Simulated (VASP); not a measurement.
# Al (Fm-3m) in VASP: notebook, part 2 of 2

VASP 6.6.1.

## (3) Electric field gradients, PBE (volume scaled by 1.01)

INCAR reads:

```
  PREC = Accurate
  ENCUT = 520
  EDIFF = 1E-8
  ISMEAR = -1
  SIGMA = 0.05
  LREAL = F
  LASPH = T
  NELM = 60
  ALGO = Normal
  ISIF = 2
  LWAVE = F
  LCHARG = F
  GGA = PE
  LEFG = T
  NBANDS = 8
```

KPOINTS reads:

```
Automatic mesh
0
Gamma
  14 14 14
```

POSCAR reads:

```
Al
1.0
    0.0000000000      2.0307042354      2.0307042354
    2.0307042354      0.0000000000      2.0307042354
    2.0307042354      2.0307042354      0.0000000000
Al
1
Direct
    0.0000000000      0.0000000000      0.0000000000
```

Potentials or basis: VASP PAW PBE potentials, release 64 (Al).

Command:

```console
cat potpaw_PBE.64/Al/POTCAR > POTCAR
mpirun -np 1 vasp_std > vasp.out
```

OUTCAR:

```text
PREC = Accurate
   ENCUT = 520
   EDIFF = 1E-8
   ISMEAR = -1
   LREAL = F
   LASPH = T
   NELM = 60
   ISIF = 2
   GGA = PE

 ion  position               nearest neighbor table
   1  0.000  0.000  0.000-

  LATTYP: Found a face centered cubic cell.
 ALAT       =     4.0614084708

  Lattice vectors:

 A1 = (   0.0000000000,   2.0307042354,   2.0307042354)
 A2 = (   2.0307042354,   0.0000000000,   2.0307042354)
 A3 = (   2.0307042354,   2.0307042354,   0.0000000000)

Analysis of symmetry for initial positions (statically):
=====================================================================
 Subroutine PRICEL returns:
 Original cell was already a primitive cell.

 Routine SETGRP: Setting up the symmetry group for a
 face centered cubic supercell.

 Subroutine GETGRP returns: Found 48 space group operations
[... 444 lines left out ...]
  external PRESSURE =     -13.7517277 kB  Pullay stress =       0.0000000 kB

 VOLUME and BASIS-vectors are now :
 -----------------------------------------------------------------------------
  energy-cutoff  :      520.00
  volume of cell :       16.75
      direct lattice vectors                 reciprocal lattice vectors
     0.000000000  2.030704235  2.030704235    -0.246220002  0.246220002  0.246220002
     2.030704235  0.000000000  2.030704235     0.246220002 -0.246220002  0.246220002
     2.030704235  2.030704235  0.000000000     0.246220002  0.246220002 -0.246220002

 POSITION                                       TOTAL-FORCE (eV/Angst)
 -----------------------------------------------------------------------------------
      0.00000      0.00000      0.00000         0.000000      0.000000     -0.000000
 -----------------------------------------------------------------------------------
    total drift:                               -0.000000      0.000000      0.000000

  FREE ENERGIE OF THE ION-ELECTRON SYSTEM (eV)
  ---------------------------------------------------
  free  energy   TOTEN  =        -3.7389127249 eV

  energy  without entropy=       -3.7345845988  energy(sigma->0) =       -3.73674866

 Electric field gradients (V/A^2)
---------------------------------------------------------------------
 ion       V_xx      V_yy      V_zz      V_xy      V_xz      V_yz
---------------------------------------------------------------------
   1      -0.000    -0.000    -0.000     0.000     0.000     0.000
---------------------------------------------------------------------

 Electric field gradients after diagonalization (V/A^2)
 (convention: |V_zz| > |V_xx| > |V_yy|)
----------------------------------------------------------------------
 ion       V_xx      V_yy      V_zz     asymmetry (V_yy - V_xx)/ V_zz
----------------------------------------------------------------------
   1      -0.000    -0.000     0.000       0.000
----------------------------------------------------------------------

           NMR quadrupolar parameters

 Cq : quadrupolar parameter    Cq=e*Q*V_zz/h
 eta: asymmetry parameters     (V_yy - V_xx)/ V_zz
 Q  : nuclear electric quadrupole moment in mb (millibarn)
----------------------------------------------------------------------
 ion       Cq(MHz)       eta       Q (mb)
----------------------------------------------------------------------
   1       0.000       0.000       1.000
----------------------------------------------------------------------
```

OSZICAR:

```text
N       E                     dE             d eps       ncg     rms          rms(c)
DAV:   1    -0.235992702313E+01   -0.23599E+01   -0.83929E+02  1664   0.202E+02
DAV:   2    -0.375454389772E+01   -0.13946E+01   -0.13621E+01  2312   0.187E+01
DAV:   3    -0.376153625581E+01   -0.69924E-02   -0.69899E-02  2176   0.150E+00
DAV:   4    -0.376155448162E+01   -0.18226E-04   -0.18225E-04  2576   0.657E-02
DAV:   5    -0.376155452025E+01   -0.38628E-07   -0.38683E-07  2232   0.166E-03    0.128E+00
DAV:   6    -0.374845612647E+01    0.13098E-01   -0.17844E-03  2192   0.200E-01    0.746E-01
DAV:   7    -0.373892064166E+01    0.95355E-02   -0.53143E-03  2160   0.324E-01    0.145E-01
DAV:   8    -0.373891465280E+01    0.59889E-05   -0.14152E-05  2376   0.270E-02    0.714E-03
DAV:   9    -0.373891314709E+01    0.15057E-05   -0.88636E-07  2464   0.410E-03    0.731E-04
DAV:  10    -0.373891275034E+01    0.39675E-06   -0.40471E-09  2376   0.431E-04    0.249E-04
DAV:  11    -0.373891270908E+01    0.41260E-07   -0.13243E-10  1632   0.648E-05    0.537E-05
DAV:  12    -0.373891272551E+01   -0.16428E-07   -0.12109E-11  1216   0.200E-05    0.113E-05
DAV:  13    -0.373891272488E+01    0.62620E-09   -0.19250E-13  1072   0.390E-06
   1 F= -.37389127E+01 E0= -.37367487E+01  d E =-.432813E-02
```

stdout:

```text
POSCAR found type information on POSCAR Al
 POSCAR found :  1 types and       1 ions
 scaLAPACK will be used
 LDA part: xc-table for (Slater+PW92), standard interpolation
 POSCAR, INCAR and KPOINTS ok, starting setup
 FFT: planning ... GRIDC
 FFT: planning ... GRID_SOFT
 FFT: planning ... GRID
 WAVECAR not read
 entering main loop
ion   1
```

Run time: 9.9 s. Hardware: 1 thread of Intel Xeon 6975P-C, shared host; peak memory 0.13 GiB.

Results:

| Quantity | Value |
| --- | --- |
| Free energy | -3.7389 eV |
| Pressure | -1.4 GPa |

Caveat: without QUAD_EFG the Cq values of the log hold for a quadrupole moment of 1 mb, not for the nuclei.

## (4) Electric field gradients, PBE (volume scaled by 1.02)

INCAR reads:

```
ALGO = Normal ; EDIFF = 1E-8
ENCUT = 520 ; GGA = PE
ISIF = 2 ; ISMEAR = -1
LASPH = True ; LCHARG = False
LEFG = True ; LREAL = False
LWAVE = False ; NBANDS = 8
NELM = 80 ; PREC = Accurate
SIGMA = 0.05
```

KPOINTS reads:

```
k-points
0
Gamma
  14 14 14
```

POSCAR reads:

```
Al
1.0
    0.0000000000      2.0373842317      2.0373842317
    2.0373842317      0.0000000000      2.0373842317
    2.0373842317      2.0373842317      0.0000000000
Al
1
Direct
    0.0000000000      0.0000000000      0.0000000000
```

Potentials or basis: VASP PAW PBE potentials, release 64 (Al).

Command:

```console
cat potpaw_PBE.64/Al/POTCAR > POTCAR
mpirun -np 1 vasp_std > vasp.out
```

OUTCAR:

```text
EDIFF = 1E-8
   ENCUT = 520
   GGA = PE
   ISIF = 2
   ISMEAR = -1
   LASPH = True
   LREAL = False
   NELM = 80
   PREC = Accurate

 ion  position               nearest neighbor table
   1  0.000  0.000  0.000-

  LATTYP: Found a face centered cubic cell.
 ALAT       =     4.0747684634

  Lattice vectors:

 A1 = (   0.0000000000,   2.0373842317,   2.0373842317)
 A2 = (   2.0373842317,   0.0000000000,   2.0373842317)
 A3 = (   2.0373842317,   2.0373842317,   0.0000000000)

Analysis of symmetry for initial positions (statically):
=====================================================================
 Subroutine PRICEL returns:
 Original cell was already a primitive cell.

 Routine SETGRP: Setting up the symmetry group for a
 face centered cubic supercell.

 Subroutine GETGRP returns: Found 48 space group operations
 (whereof 48 operations were pure point group operations)
 out of a pool of 48 trial point group operations.

The static configuration has the point symmetry O_h .

Analysis of symmetry for dynamics (positions and initial velocities):
=====================================================================
 Subroutine PRICEL returns:
 Original cell was already a primitive cell.

 Routine SETGRP: Setting up the symmetry group for a
 face centered cubic supercell.

 Subroutine GETGRP returns: Found 48 space group operations
 (whereof 48 operations were pure point group operations)
 out of a pool of 48 trial point group operations.

The dynamic configuration has the point symmetry O_h .

 Subroutine INISYM returns: Found 48 space group operations
 (whereof 48 operations are pure point group operations),
 and found     1 'primitive' translations

----------------------------------------------------------------------------------------

                                     Primitive cell

  volume of cell :      16.9141

  direct lattice vectors                    reciprocal lattice vectors
     0.000000000  2.037384232  2.037384232    -0.245412717  0.245412717  0.245412717
     2.037384232  0.000000000  2.037384232     0.245412717 -0.245412717  0.245412717
     2.037384232  2.037384232  0.000000000     0.245412717  0.245412717 -0.245412717

  length of vectors
     2.881296412  2.881296412  2.881296412     0.425067295  0.425067295  0.425067295

  position of ions in fractional coordinates (direct lattice)
     0.000000000  0.000000000  0.000000000

  ion indices of the primitive-cell ions
   primitive index   ion index
                 1           1

----------------------------------------------------------------------------------------

 KPOINTS: k-points

Automatic generation of k-mesh.
 Grid dimensions read from file:
 generate k-points for:   14   14   14
[... 62 lines left out ...]
   ENCUT  =  520.0 eV  38.22 Ry    6.18 a.u.   5.36  5.36  5.36*2*pi/ulx,y,z
   NELM   =     80;   NELMIN=  2; NELMDL= -5     # of ELM steps
   EDIFF  = 0.1E-07   stopping-criterion for ELM
   LREAL  =      F    real-space projection
   EDIFFG = 0.1E-06   stopping-criterion for IOM
   NSW    =      0    number of steps for IOM
   IBRION =     -1    ionic relax: 0-MD 1-quasi-New 2-CG
   NFREE  =      0    steps in history (QN), initial steepest desc. (CG)
   ISIF   =      2    stress and relaxation
   ISYM   =      2    0-nonsym 1-usesym 2-fastsym
   POTIM  = 0.5000    time-step for ionic-motion
   TEBEG  =    0.0;   TEEND  =   0.0 temperature during run
   PSTRESS=    0.0 pullay stress
   NELECT =       3.0000    total number of electrons
   NUPDOWN=      -1.0000    fix difference up-down
   EMIN   =  10.00;   EMAX   =-10.00  energy-range for DOS
   EFERMI =   0.00;   METHOD = LEGACY
   ISMEAR =    -1;   SIGMA  =   0.05  broadening in eV -4-tet -1-fermi 0-gaus
   EFERMI_NEDOS =   21; number of points for ismear=-14 and -15
   IALGO  =     38    algorithm
   IMIX   =      4    mixing-type and parameters
     AMIX     =   0.40;   BMIX     =  1.00
     AMIX_MAG =   1.60;   BMIX_MAG =  1.00
  volume/ion in A,a.u.               =      16.91       114.14
  Fermi-wavevector in a.u.,A,eV,Ry     =   0.919812  1.738192 11.511260  0.846054
  Thomas-Fermi vector in A             =   2.045047
   LORBIT       =      0    0 simple, 1 ext, 2 COOP (PROOUT), +10 PAW based schemes
   GGA     = PE    functional components
   LHFCALC =     F    Hartree Fock is set to
   AEXX    =    0.0000 exact exchange contribution
   IVDW    =     0    specifies the selected vdW correction
   LEPSILON=     F    determine dielectric tensor
   LRPA    =     F    only Hartree local field effects (RPA)
 non-spin polarized calculation
  energy-cutoff  :      520.00
  volume of cell :       16.91
 maximum number of plane-waves:       471
 NGX is ok and might be reduce to    24
   NGX = 11   NGY = 11   NGZ = 11

 number of electron       3.0000000 magnetization

 Free energy of the ion-electron system (eV)
  ---------------------------------------------------
  ext. energy  EPLUGINS =         0.00000000
  ---------------------------------------------------
  free energy    TOTEN  =        -3.73713664 eV

  energy without entropy =       -3.73266962  energy(sigma->0) =       -3.73490313

 E-fermi :   7.7186     XC(G=0): -10.1077

 val. band max:        7.6602736870   @ k =  -0.2857   0.5000   0.2143
 cond. band min:       7.7252404581   @ k =  -0.3571   0.4286   0.2143
 fundamental gap:      0.0649667711
 Fermi energy:         7.7186402583

 k-point     1 :       0.0000    0.0000    0.0000
  band No.  band energies     occupation
      1      -3.2207      2.00000
      2      20.2261      0.00000
      3      20.2261      0.00000
      4      20.2261      0.00000
      5      21.5318      0.00000
      6      21.5318      0.00000
      7      21.5318      0.00000
      8      24.0309      0.00000
[... 243 lines left out ...]
 k-point    24 :       0.2857    0.1429    0.0000
  band No.  band energies     occupation
      1      -1.2326      2.00000
      2      11.9671      0.00000
      3      16.0247      0.00000
      4      17.5875      0.00000
      5      17.9296      0.00000
      6      21.7505      0.00000
      7      25.6427      0.00000
      8      26.1870      0.00000

 [... further k-points ...]
[... 5 lines left out ...]
  --------------------------------------------------------------------------------------
  -------------------------------------------------------------------------------------
  Total       -0.2174573     -0.2174573     -0.2174573      0.0000000     -0.0000000      0.0000000
  in kB      -20.5985074    -20.5985074    -20.5985074      0.0000000     -0.0000000      0.0000000
  external PRESSURE =     -20.5985074 kB  Pullay stress =       0.0000000 kB

 VOLUME and BASIS-vectors are now :
 -----------------------------------------------------------------------------
  energy-cutoff  :      520.00
  volume of cell :       16.91
      direct lattice vectors                 reciprocal lattice vectors
     0.000000000  2.037384232  2.037384232    -0.245412717  0.245412717  0.245412717
     2.037384232  0.000000000  2.037384232     0.245412717 -0.245412717  0.245412717
     2.037384232  2.037384232  0.000000000     0.245412717  0.245412717 -0.245412717

 POSITION                                       TOTAL-FORCE (eV/Angst)
 -----------------------------------------------------------------------------------
      0.00000      0.00000      0.00000         0.000000      0.000000     -0.000000
 -----------------------------------------------------------------------------------
    total drift:                                0.000000     -0.000000     -0.000000

  FREE ENERGIE OF THE ION-ELECTRON SYSTEM (eV)
  ---------------------------------------------------
  free  energy   TOTEN  =        -3.7371366416 eV

  energy  without entropy=       -3.7326696191  energy(sigma->0) =       -3.73490313

 Electric field gradients (V/A^2)
---------------------------------------------------------------------
 ion       V_xx      V_yy      V_zz      V_xy      V_xz      V_yz
---------------------------------------------------------------------
   1      -0.000    -0.000    -0.000     0.000     0.000     0.000
---------------------------------------------------------------------

 Electric field gradients after diagonalization (V/A^2)
 (convention: |V_zz| > |V_xx| > |V_yy|)
----------------------------------------------------------------------
 ion       V_xx      V_yy      V_zz     asymmetry (V_yy - V_xx)/ V_zz
----------------------------------------------------------------------
   1      -0.000    -0.000     0.000       0.000
----------------------------------------------------------------------

           NMR quadrupolar parameters

 Cq : quadrupolar parameter    Cq=e*Q*V_zz/h
 eta: asymmetry parameters     (V_yy - V_xx)/ V_zz
 Q  : nuclear electric quadrupole moment in mb (millibarn)
----------------------------------------------------------------------
 ion       Cq(MHz)       eta       Q (mb)
----------------------------------------------------------------------
   1       0.000       0.000       1.000
----------------------------------------------------------------------
```

OSZICAR:

```text
N       E                     dE             d eps       ncg     rms          rms(c)
DAV:   1    -0.250367537147E+01   -0.25037E+01   -0.80182E+02  1664   0.198E+02
DAV:   2    -0.375331485682E+01   -0.12496E+01   -0.11850E+01  2344   0.179E+01
DAV:   3    -0.375961187812E+01   -0.62970E-02   -0.62944E-02  2192   0.139E+00
DAV:   4    -0.375962799111E+01   -0.16113E-04   -0.16113E-04  2560   0.623E-02
DAV:   5    -0.375962804660E+01   -0.55491E-07   -0.56273E-07  2184   0.202E-03    0.127E+00
DAV:   6    -0.374661396497E+01    0.13014E-01   -0.18341E-03  2144   0.203E-01    0.737E-01
DAV:   7    -0.373714491855E+01    0.94690E-02   -0.54522E-03  2152   0.328E-01    0.143E-01
DAV:   8    -0.373713854149E+01    0.63771E-05   -0.14022E-05  2424   0.268E-02    0.686E-03
DAV:   9    -0.373713708073E+01    0.14608E-05   -0.90196E-07  2312   0.409E-03    0.713E-04
DAV:  10    -0.373713666812E+01    0.41261E-06   -0.43111E-09  2488   0.441E-04    0.202E-04
DAV:  11    -0.373713662412E+01    0.44002E-07   -0.15350E-10  1608   0.686E-05    0.503E-05
DAV:  12    -0.373713664088E+01   -0.16760E-07   -0.14579E-11  1232   0.214E-05    0.780E-06
DAV:  13    -0.373713664165E+01   -0.76973E-09   -0.45779E-13  1088   0.408E-06
   1 F= -.37371366E+01 E0= -.37349031E+01  d E =-.446702E-02
```

stdout:

```text
POSCAR found type information on POSCAR Al
 POSCAR found :  1 types and       1 ions
 scaLAPACK will be used
 LDA part: xc-table for (Slater+PW92), standard interpolation
 POSCAR, INCAR and KPOINTS ok, starting setup
 FFT: planning ... GRIDC
 FFT: planning ... GRID_SOFT
 FFT: planning ... GRID
 WAVECAR not read
 entering main loop
ion   1
```

It used 7.2 s of CPU time on 1 thread of Intel Xeon 6975P-C, on a shared host.

What came out:

```yaml
Free_energy: -3.7371 eV
Pressure: -2.1 GPa
```

Levels at points of the mesh, in eV from the Fermi level:
```tsv
k point	band 1	band 2	band 3	band 4	band 5	band 6
(0.00, 0.00, 0.00)	-10.94	12.51	12.51	12.51	13.81	13.81
(0.50, 0.00, 0.00)	-4.47	-4.32	11.17	11.17	11.37	11.37
(0.50, 0.50, 0.00)	-2.84	-1.57	5.28	5.50	5.50	8.86
```

Caveat: without QUAD_EFG the Cq values of the log hold for a quadrupole moment of 1 mb, not for the nuclei.

## (5) The runs side by side

| cell | gap on the mesh (eV) | pressure (GPa) |
| --- | --- | --- |
| a = 2.853 Å, angles 60.0°, 1 atom | none | 0.1 |
| a = 2.872 Å, angles 60.0°, 1 atom | none | -1.4 |
| a = 2.881 Å, angles 60.0°, 1 atom | none | -2.1 |

Alike in all rows: task electric field gradients; level PBE; potentials or basis VASP PAW PBE potentials, release 64 (Al); no spin polarisation; k mesh 14 × 14 × 14; cutoff (eV) 520; smearing fermi-dirac 0.05 eV.

Total energies depend on the potentials used, so only differences within one code and one set of settings carry meaning.
